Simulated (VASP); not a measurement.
Write the native input for VASP 6.6.1 that does the following.

* Task: single point
* Functional: HSE06
* Potentials or basis: VASP PAW PBE potentials, release 64 (Ga_d, B)
* Cutoff: 520 eV
* k mesh: 5 × 5 × 4
* Occupations: fermi-dirac, width 0.05 eV
* Spin: no spin polarisation
* Dipole correction: no
* Grid for exact exchange (PRECFOCK): Normal
* Further INCAR settings: ALGO = Normal; EDIFF = 1e-06; NBANDS = 15
* Share of exact exchange: 0.25
* Screening parameter: 0.2079 1/Å

Crystal: GaB.

```
Ga B
1.0
     2.69286    0.00000    0.00000
     0.00000    2.69286    0.00000
     0.00000    0.00000    3.17704
Ga B
1 1
Direct
  0.50000 0.50000 0.50000
  0.00000 0.00000 0.00000
```

The input as run:

POSCAR

```
GaB
1.0
    2.6928590801      0.0000000000      0.0000000000
    0.0000000000      2.6928590801      0.0000000000
    0.0000000000      0.0000000000      3.1770361704
Ga B
1 1
Direct
    0.5000000000      0.5000000000      0.5000000000
    0.0000000000      0.0000000000      0.0000000000
```

INCAR.step1

```
SYSTEM = GaB
PREC = Accurate ; ENCUT = 520
EDIFF = 1E-5 ; ISMEAR = -1
SIGMA = 0.05 ; LREAL = .False.
LASPH = .True. ; NELM = 80
ALGO = Normal ; ISIF = 2
LWAVE = .True. ; LCHARG = .False.
GGA = PE ; NBANDS = 15
```

INCAR.step2

```
SYSTEM = GaB
PREC = Accurate ; ENCUT = 520
EDIFF = 1E-6 ; ISMEAR = -1
SIGMA = 0.05 ; LREAL = .False.
LASPH = .True. ; NELM = 80
ALGO = Normal ; ISIF = 2
LWAVE = .False. ; LCHARG = .False.
GGA = PE ; LHFCALC = .True.
HFSCREEN = 0.2079 ; PRECFOCK = Normal
ISTART = 1 ; NBANDS = 15
```

KPOINTS

```
regular mesh
0
Gamma
  5 5 4
  0 0 0
```

Potentials or basis: VASP PAW PBE potentials, release 64 (Ga_d, B).

The run is started by

```console
$ cat potpaw_PBE.64/Ga_d/POTCAR potpaw_PBE.64/B/POTCAR > POTCAR
$ cp INCAR.step1 INCAR
$ mpirun -np 1 vasp_std > vasp.out
$ cp INCAR.step2 INCAR
$ mpirun -np 1 vasp_std > vasp.out
```

Results of the run:

* Pressure: 0.4 GPa
* Band gap on the k mesh: zero (bands 8 and 9 overlap by 7.94 eV)

Caveat: the k points lie up to 0.49 Å⁻¹ apart, too coarse for converged energies and pressures of a metal; the PAW data sets were made with another functional, which shifts forces and pressure a little.

Run time: 3.8 min on 1 thread of Intel(R) Xeon(R) 6975P-C (Granite Rapids), on a shared host, peak memory 0.24 GiB.
